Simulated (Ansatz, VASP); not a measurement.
# Two plane-wave programs on ZrSi3

```
Zr Si
1.0
     0.00000    3.39834    3.39834
     3.39834    0.00000    3.39834
     3.39834    3.39834    0.00000
Zr Si
1 3
Direct
  0.00000 0.00000 0.00000
  0.25000 0.25000 0.25000
  0.50000 0.50000 0.50000
  0.75000 0.75000 0.75000
```

Change from the starting cell: species swapped into the TbMg3 type (Fm-3m, No. 225).

Alike in both runs: task single point; functional PBE; k mesh 4 × 4 × 4; occupations gaussian, width 0.1 eV; no spin polarisation.

|  | VASP | Ansatz |
| --- | --- | --- |
| version | VASP 6.6.1 | Ansatz 0.2.0 |
| potentials or method | VASP PAW PBE potentials, release 64 (Zr_sv, Si), cutoff 520 eV | scalar-relativistic, plane waves, PAW |
| valence electrons in the cell | 24 | 24 |

```csv
,VASP,Ansatz,Ansatz less VASP
gap on the k mesh at the Fermi level (eV),none,none,-
pressure (GPa),-9.8,-9.8,0.00
```

A gap of «none» marks a metal or a gap that the smearing closes.

The k mesh is coarse, so the values compare programs but aren't converged.
